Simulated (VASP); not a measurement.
CuO (Tenorite):

```
Cu O
1.0
     2.32891   -1.70190    0.00000
     2.32891    1.70190    0.00000
    -0.85478    0.00000    5.02548
Cu O
2 2
Direct
  0.49680 0.00320 0.50000
  0.00320 0.49680 0.00000
  0.40560 0.57140 0.75370
  0.57140 0.40560 0.25370
```

Base run:

```yaml
Program: VASP 6.6.1
Functional: RPBE
Potentials_or_basis: VASP PAW PBE potentials, release 64 (Cu, O)
Cutoff: 520 eV
k_mesh: 10 × 10 × 5
Occupations: fermi-dirac, width 0.05 eV
Spin: no spin polarisation
```

Its results: band gap on the k mesh zero (band 17 reaches 6.41 eV, above the bottom of band 18 at 5.81 eV); pressure 16.1 GPa; largest force 0.877 eV/Å.

**Question.** The run is repeated on the same cell with these changes: functional from RPBE to r2SCAN. What comes out?

**Answer.** Band gap on the k mesh zero (band 17 reaches 6.04 eV, above the bottom of band 18 at 5.44 eV); pressure 3.5 GPa; largest force 0.828 eV/Å.

Caveats: the PAW data sets were made with another functional, which shifts forces and pressure a little; semilocal functionals often make such compounds metallic where correlation or magnetic order opens a gap, which also shifts bond lengths.
